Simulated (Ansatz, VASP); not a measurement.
## Hf in VASP and in Ansatz

```
CELL_PARAMETERS angstrom
-0.04440 2.19780 2.19780
2.19780 -0.04440 2.19780
2.19780 2.19780 -0.04440
ATOMIC_POSITIONS crystal
Hf 0.00000 0.00000 0.00000
```

Change from the starting cell: equal xy, yz and zx shear strains of -2 %.

Alike in both runs: task single point; functional LDA; k mesh 13 × 13 × 13; occupations fermi-dirac, width 0.03 eV; no spin polarisation.

```csv
,VASP,Ansatz
version,VASP 6.6.1,Ansatz 0.2.0
potentials or method,"VASP PAW LDA potentials, release 64 (Hf_pv), cutoff 520 eV","all-electron LAPW, scalar-relativistic"
```

```tsv
	VASP	Ansatz	Ansatz less VASP
pressure (GPa)	-5.5	-5.5	+0.01
traceless stress, the component that is largest in VASP (GPa)	1.22	1.24	+0.015
```

LDA's correlation is that of Perdew and Zunger in VASP and of Perdew and Wang (1992) in Ansatz. Ansatz ran all-electron here, and VASP with PAW potentials.

Spin-orbit coupling is off throughout.
